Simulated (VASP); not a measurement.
# SrCl2 (Imm2) in VASP: notebook

The runs below take SrCl2 through single point, with PBE.

All numbers are computed with VASP 6.6.1; they aren't measurements. Logs are shortened: lines on timing, memory, paths and dates and some standing lists are left out, and cuts for length are marked.

### Step 1. The cell of the first run

Symmetry: Imm2, No. 44, orthorhombic system. The conventional cell has a = 4.929 Å, b = 6.971 Å, c = 4.929 Å, α = 90.00°, β = 90.00°, γ = 90.00°. Sr (site symmetry mm2) has 8 Cl at 3.00 to 3.04 Å within 3.9 Å. Cl (site symmetry m) has 4 Sr at 3.00 to 3.04 Å and 6 Cl at 3.49 Å within 3.9 Å.

### Step 2. Single point, PBE (all Cl atoms moved +0.025 Å, as atom 2 along Cartesian [1 -1 0])

INCAR reads:

```
ALGO = Normal
EDIFF = 1E-7
ENCUT = 520
GGA = PE
ISIF = 2
ISMEAR = 0
LASPH = True
LCHARG = True
LELF = True
LREAL = False
LVHAR = True
LWAVE = False
NBANDS = 19
NELM = 80
PREC = Accurate
SIGMA = 0.05
```

KPOINTS reads:

```
k-points
0
Gamma
  6 6 6
```

POSCAR reads:

```
SrCl2
1.0
    0.0000000000      3.4855000000      3.4855000000
    3.4855000000      0.0000000000      3.4855000000
    3.4855000000      3.4855000000      0.0000000000
Sr Cl
1 2
Direct
    0.0000000000      0.0000000000      0.0000000000
    0.2449282256      0.2550717744      0.2500000000
    0.7449282256      0.7550717744      0.7500000000
```

Potentials or basis: VASP PAW PBE potentials, release 64 (Sr_sv, Cl).

Started as:

```console
cat potpaw_PBE.64/Sr_sv/POTCAR potpaw_PBE.64/Cl/POTCAR > POTCAR
mpirun -np 1 vasp_std > vasp.out
```

OUTCAR:

```text
EDIFF = 1E-7
   ENCUT = 520
   GGA = PE
   ISIF = 2
   ISMEAR = 0
   LASPH = True
   LREAL = False
   NELM = 80
   PREC = Accurate

 ion  position               nearest neighbor table
   1  0.000  0.000  0.000-   3 3.00   2 3.00   2 3.02   3 3.02   2 3.02   3 3.02   3 3.04   2 3.04

   2  0.245  0.255  0.250-   1 3.00   1 3.02   1 3.02   1 3.04
   3  0.745  0.755  0.750-   1 3.00   1 3.02   1 3.02   1 3.04

  LATTYP: Found a face centered cubic cell.
 ALAT       =     6.9710000000

  Lattice vectors:

 A1 = (   0.0000000000,   3.4855000000,   3.4855000000)
 A2 = (   3.4855000000,   0.0000000000,   3.4855000000)
 A3 = (   3.4855000000,   3.4855000000,   0.0000000000)

Analysis of symmetry for initial positions (statically):
=====================================================================
 Subroutine PRICEL returns:
 Original cell was already a primitive cell.

 Routine SETGRP: Setting up the symmetry group for a
 face centered cubic supercell.

 Subroutine GETGRP returns: Found  4 space group operations
 (whereof  4 operations were pure point group operations)
 out of a pool of 48 trial point group operations.

The static configuration has the point symmetry C_2v.

Analysis of symmetry for dynamics (positions and initial velocities):
=====================================================================
 Subroutine PRICEL returns:
 Original cell was already a primitive cell.

 Routine SETGRP: Setting up the symmetry group for a
 face centered cubic supercell.

 Subroutine GETGRP returns: Found  4 space group operations
 (whereof  4 operations were pure point group operations)
 out of a pool of 48 trial point group operations.

The dynamic configuration has the point symmetry C_2v.

 Subroutine INISYM returns: Found  4 space group operations
 (whereof  4 operations are pure point group operations),
 and found     1 'primitive' translations

----------------------------------------------------------------------------------------

                                     Primitive cell

  volume of cell :      84.6887

  direct lattice vectors                    reciprocal lattice vectors
     0.000000000  3.485500000  3.485500000    -0.143451442  0.143451442  0.143451442
     3.485500000  0.000000000  3.485500000     0.143451442 -0.143451442  0.143451442
[... 85 lines left out ...]
   ENCUT  =  520.0 eV  38.22 Ry    6.18 a.u.   9.17  9.17  9.17*2*pi/ulx,y,z
   NELM   =     80;   NELMIN=  2; NELMDL= -5     # of ELM steps
   EDIFF  = 0.1E-06   stopping-criterion for ELM
   LREAL  =      F    real-space projection
   EDIFFG = 0.1E-05   stopping-criterion for IOM
   NSW    =      0    number of steps for IOM
   IBRION =     -1    ionic relax: 0-MD 1-quasi-New 2-CG
   NFREE  =      0    steps in history (QN), initial steepest desc. (CG)
   ISIF   =      2    stress and relaxation
   ISYM   =      2    0-nonsym 1-usesym 2-fastsym
   POTIM  = 0.5000    time-step for ionic-motion
   TEBEG  =    0.0;   TEEND  =   0.0 temperature during run
   PSTRESS=    0.0 pullay stress
   NELECT =      24.0000    total number of electrons
   NUPDOWN=      -1.0000    fix difference up-down
   EMIN   =  10.00;   EMAX   =-10.00  energy-range for DOS
   EFERMI =   0.00;   METHOD = LEGACY
   ISMEAR =     0;   SIGMA  =   0.05  broadening in eV -4-tet -1-fermi 0-gaus
   EFERMI_NEDOS =   21; number of points for ismear=-14 and -15
   IALGO  =     38    algorithm
   IMIX   =      4    mixing-type and parameters
     AMIX     =   0.40;   BMIX     =  1.00
     AMIX_MAG =   1.60;   BMIX_MAG =  1.00
  volume/ion in A,a.u.               =      28.23       190.50
  Fermi-wavevector in a.u.,A,eV,Ry     =   1.075318  2.032056 15.732530  1.156308
  Thomas-Fermi vector in A             =   2.211171
   LORBIT       =      0    0 simple, 1 ext, 2 COOP (PROOUT), +10 PAW based schemes
   GGA     = PE    functional components
   LHFCALC =     F    Hartree Fock is set to
   AEXX    =    0.0000 exact exchange contribution
   IVDW    =     0    specifies the selected vdW correction
   LEPSILON=     F    determine dielectric tensor
   LRPA    =     F    only Hartree local field effects (RPA)
 non-spin polarized calculation
 Gauss-broadening in eV      SIGMA  =   0.05
  energy-cutoff  :      520.00
  volume of cell :       84.69
 maximum number of plane-waves:      2301
 NGX is ok and might be reduce to    40
   NGX = 19   NGY = 19   NGZ = 19

 number of electron      24.0000000 magnetization

 Free energy of the ion-electron system (eV)
  ---------------------------------------------------
  ext. energy  EPLUGINS =         0.00000000
  ---------------------------------------------------
  free energy    TOTEN  =       -12.77992658 eV

  energy without entropy =      -12.77992658  energy(sigma->0) =      -12.77992658

 E-fermi :   0.5156     XC(G=0):  -8.2934

 val. band max:        0.1692684061   @ k =   0.5000   0.5000   0.0000
 cond. band min:       5.5162564496   @ k =   0.0000   0.0000   0.0000
 fundamental gap:      5.3469880434
 Fermi energy:         0.5155894621

 k-point     1 :       0.0000    0.0000    0.0000
  band No.  band energies     occupation
      1     -32.7097      2.00000
      2     -14.7030      2.00000
      3     -14.7026      2.00000
      4     -14.7025      2.00000
      5     -13.1440      2.00000
      6     -12.2895      2.00000
[... 505 lines left out ...]
      6     -12.4132      2.00000
[... 11 lines left out ...]
     18       9.0809      0.00000
     19      10.0794      0.00000

 [... further k-points ...]

------------------------ aborting loop because EDIFF is reached ----------------------------------------

  FORCE on cell =-STRESS in cart. coord.  units (eV):
  Direction    XX          YY          ZZ          XY          YZ          ZX
  --------------------------------------------------------------------------------------
  -------------------------------------------------------------------------------------
  Total        0.6225322      0.6225322      0.6235659     -0.0041216      0.0000000      0.0000000
  in kB       11.7773391     11.7773391     11.7968940     -0.0779735      0.0000000      0.0000000
  external PRESSURE =      11.7838574 kB  Pullay stress =       0.0000000 kB

 VOLUME and BASIS-vectors are now :
 -----------------------------------------------------------------------------
  energy-cutoff  :      520.00
  volume of cell :       84.69
      direct lattice vectors                 reciprocal lattice vectors
     0.000000000  3.485500000  3.485500000    -0.143451442  0.143451442  0.143451442
     3.485500000  0.000000000  3.485500000     0.143451442 -0.143451442  0.143451442
     3.485500000  3.485500000  0.000000000     0.143451442  0.143451442 -0.143451442

 POSITION                                       TOTAL-FORCE (eV/Angst)
 -----------------------------------------------------------------------------------
      0.00000      0.00000      0.00000         0.048962     -0.048962      0.000000
      1.76043      1.72507      1.74275        -0.024481      0.024481     -0.001644
      5.24593      5.21057      5.22825        -0.024481      0.024481      0.001644
 -----------------------------------------------------------------------------------
    total drift:                               -0.000125      0.000125      0.000000

  FREE ENERGIE OF THE ION-ELECTRON SYSTEM (eV)
  ---------------------------------------------------
  free  energy   TOTEN  =       -12.7799265808 eV

  energy  without entropy=      -12.7799265808  energy(sigma->0) =      -12.77992658
```

OSZICAR:

```text
N       E                     dE             d eps       ncg     rms          rms(c)
DAV:   1     0.142911054257E+03    0.14291E+03   -0.11487E+04  1748   0.114E+03
DAV:   2    -0.364586843259E+01   -0.14656E+03   -0.14222E+03  2278   0.222E+02
DAV:   3    -0.127456924530E+02   -0.90998E+01   -0.90697E+01  2305   0.554E+01
DAV:   4    -0.130523068981E+02   -0.30661E+00   -0.30610E+00  2946   0.856E+00
DAV:   5    -0.130556933452E+02   -0.33864E-02   -0.33861E-02  2375   0.800E-01    0.130E+01
DAV:   6    -0.127619204654E+02    0.29377E+00   -0.58968E-01  2040   0.431E+00    0.836E+00
DAV:   7    -0.127717654056E+02   -0.98449E-02   -0.36419E-01  2369   0.363E+00    0.211E+00
DAV:   8    -0.127774252778E+02   -0.56599E-02   -0.54271E-02  1964   0.128E+00    0.400E-01
DAV:   9    -0.127784736974E+02   -0.10484E-02   -0.19993E-03  2208   0.267E-01    0.143E-01
DAV:  10    -0.127797991407E+02   -0.13254E-02   -0.92223E-04  1889   0.177E-01    0.352E-02
DAV:  11    -0.127799043011E+02   -0.10516E-03   -0.71077E-05  2254   0.476E-02    0.414E-02
DAV:  12    -0.127799256902E+02   -0.21389E-04   -0.23767E-05  1873   0.248E-02    0.643E-03
DAV:  13    -0.127799265749E+02   -0.88470E-06   -0.11413E-06  2350   0.616E-03    0.447E-03
DAV:  14    -0.127799265808E+02   -0.58196E-08   -0.37735E-07  1817   0.384E-03
   1 F= -.12779927E+02 E0= -.12779927E+02  d E =-.527658E-24
```

stdout:

```text
POSCAR found type information on POSCAR SrCl
 POSCAR found :  2 types and       3 ions
 scaLAPACK will be used
 LDA part: xc-table for (Slater+PW92), standard interpolation
 POSCAR, INCAR and KPOINTS ok, starting setup
 FFT: planning ... GRIDC
 FFT: planning ... GRID_SOFT
 FFT: planning ... GRID
 WAVECAR not read
 entering main loop
```

Wall time 83 s (1 thread of Intel Xeon Platinum 8259CL at 2.50GHz (Skylake/Cascade Lake), shared host); peak memory 0.27 GiB.

Results:

| Item | Value |
| --- | --- |
| Free energy | -12.7799 eV |
| Pressure | 1.2 GPa |
| Largest force | 0.069 eV/Å |
| Band gap on the k mesh | 5.35 eV (least direct gap 5.50 eV) |

Forces in eV/Å, atoms in the order of the input:
```
Sr   0.049 -0.049  0.000
Cl  -0.024  0.024 -0.002
Cl  -0.024  0.024  0.002
```

Levels at points of the mesh, in eV from the valence-band top:
```csv
k point,band 10,band 11,band 12,band 13,band 14,band 15
"(0.00, 0.00, 0.00)",-0.34,-0.34,-0.34,5.35,6.10,6.10
"(0.50, 0.00, 0.00)",-1.32,-1.05,-1.05,6.71,6.71,7.50
"(0.00, 0.00, 0.50)",-1.32,-1.05,-1.05,6.71,6.71,7.52
"(0.50, 0.50, 0.00)",-0.41,-0.41,0.00,5.50,7.04,7.61
"(0.00, 0.50, 0.50)",-0.41,-0.41,0.00,5.50,7.05,7.61
```

Caveat: the cell differs from its parent crystal (all Cl atoms moved +0.025 Å, as atom 2 along Cartesian [1 -1 0]). A k mesh can miss the band edges.

### Step 3. Single point, PBE (all Cl atoms moved +0.087 Å, as atom 2 along Cartesian [1 -1 0])

INCAR reads:

```
  ALGO = Normal
  EDIFF = 1E-6
  ENCUT = 520
  GGA = PE
  ISIF = 2
  ISMEAR = 0
  LASPH = T
  LCHARG = F
  LREAL = F
  LWAVE = F
  NBANDS = 19
  NELM = 60
  PREC = Accurate
  SIGMA = 0.05
```

KPOINTS is that of step 2.

POSCAR reads:

```
SrCl2
1.0
    0.0000000000      3.4855000000      3.4855000000
    3.4855000000      0.0000000000      3.4855000000
    3.4855000000      3.4855000000      0.0000000000
Sr Cl
1 2
Direct
    0.0000000000      0.0000000000      0.0000000000
    0.2322487897      0.2677512103      0.2500000000
    0.7322487897      0.7677512103      0.7500000000
```

Potentials or basis: VASP PAW PBE potentials, release 64 (Sr_sv, Cl).

Started as:

```console
cat potpaw_PBE.64/Sr_sv/POTCAR potpaw_PBE.64/Cl/POTCAR > POTCAR
mpirun -np 1 vasp_std > vasp.out
```

It took 88 s on 1 thread of Intel Xeon Platinum 8259CL at 2.50GHz (Skylake/Cascade Lake), shared host; peak memory 0.27 GiB.

It converged, with:

| Item | Value |
| --- | --- |
| Free energy | -12.7701 eV |
| Pressure | 1.3 GPa |
| Largest force | 0.246 eV/Å |
| Band gap on the k mesh | 5.34 eV (least direct gap 5.50 eV) |

Forces in eV/Å, atoms in the order of the input:
```
Sr   0.174 -0.174  0.000
Cl  -0.087  0.087 -0.020
Cl  -0.087  0.087  0.020
```

Stress tensor (GPa, compression positive):
```
 1.25 -0.09  0.00
-0.09  1.25  0.00
 0.00  0.00  1.28
```

Levels at points of the mesh, in eV from the valence-band top:
```csv
k point,band 9,band 10,band 11,band 12,band 13,band 14,band 15,band 16
"(0.00, 0.00, 0.00)",-2.14,-0.35,-0.35,-0.35,5.34,6.09,6.11,8.91
"(0.50, 0.00, 0.00)",-1.51,-1.32,-1.06,-1.06,6.71,6.71,7.39,8.00
"(0.00, 0.00, 0.50)",-1.51,-1.32,-1.06,-1.06,6.70,6.71,7.51,7.88
"(0.50, 0.50, 0.00)",-1.89,-0.43,-0.41,0.00,5.50,7.04,7.59,7.97
"(0.00, 0.50, 0.50)",-1.89,-0.42,-0.41,-0.01,5.50,7.05,7.59,7.97
```

Caveat: the cell differs from its parent crystal (all Cl atoms moved +0.087 Å, as atom 2 along Cartesian [1 -1 0]).

### Step 4. Single point, PBE (all Cl atoms moved +0.062 Å, as atom 2 along Cartesian [1 -1 0])

INCAR reads:

```
PREC = Accurate
ENCUT = 520
EDIFF = 1E-6
ISMEAR = 0
SIGMA = 0.05
LREAL = False
LASPH = True
NELM = 60
ALGO = Normal
ISIF = 2
LWAVE = False
LCHARG = True
GGA = PE
LELF = True
LVHAR = True
NBANDS = 19
```

KPOINTS reads:

```
regular mesh
0
Gamma
  6 6 6
```

POSCAR reads:

```
SrCl2
1.0
    0.0000000000      3.4855000000      3.4855000000
    3.4855000000      0.0000000000      3.4855000000
    3.4855000000      3.4855000000      0.0000000000
Sr Cl
1 2
Direct
    0.0000000000      0.0000000000      0.0000000000
    0.2373205641      0.2626794359      0.2500000000
    0.7373205641      0.7626794359      0.7500000000
```

Started as:

```console
cat potpaw_PBE.64/Sr_sv/POTCAR potpaw_PBE.64/Cl/POTCAR > POTCAR
mpirun -np 1 vasp_std > vasp.out
```

It took 90 s on 1 thread of Intel Xeon Platinum 8259CL at 2.50GHz (Skylake/Cascade Lake), shared host; peak memory 0.27 GiB.

The run converged. Its results:

| Property | Result |
| --- | --- |
| Free energy | -12.7754 eV |
| Pressure | 1.2 GPa |
| Largest force | 0.174 eV/Å |
| Band gap on the k mesh | 5.34 eV (least direct gap 5.50 eV) |

Forces in eV/Å, atoms in the order of the input:
```
Sr   0.123 -0.123  0.000
Cl  -0.062  0.062 -0.010
Cl  -0.062  0.062  0.010
```

Levels at points of the mesh, in eV from the valence-band top:
```
           k point  band 10  band 11  band 12  band 13  band 14  band 15
(0.00, 0.00, 0.00)    -0.35    -0.34    -0.34     5.34     6.09     6.10
(0.50, 0.00, 0.00)    -1.32    -1.06    -1.05     6.71     6.71     7.44
(0.00, 0.00, 0.50)    -1.32    -1.06    -1.06     6.71     6.71     7.51
(0.50, 0.50, 0.00)    -0.42    -0.41     0.00     5.50     7.04     7.60
(0.00, 0.50, 0.50)    -0.41    -0.41     0.00     5.50     7.05     7.60
```

Caveat: the cell differs from its parent crystal (all Cl atoms moved +0.062 Å, as atom 2 along Cartesian [1 -1 0]). A k mesh can miss the band edges.

### Step 5. The runs side by side

| cell | gap on the mesh (eV) | pressure (GPa) | largest force (eV/Å) |
| --- | --- | --- | --- |
| as given, atomic positions A | 5.35 | 1.2 | 0.07 |
| as given, atomic positions B | 5.34 | 1.3 | 0.25 |
| as given, atomic positions C | 5.34 | 1.2 | 0.17 |

Alike in all rows: task single point; level PBE; potentials or basis VASP PAW PBE potentials, release 64 (Sr_sv, Cl); no spin polarisation; k mesh 6 × 6 × 6; cutoff (eV) 520; smearing gaussian 0.05 eV.

Total energies depend on the potentials used, so only differences within one code and one set of settings carry meaning.
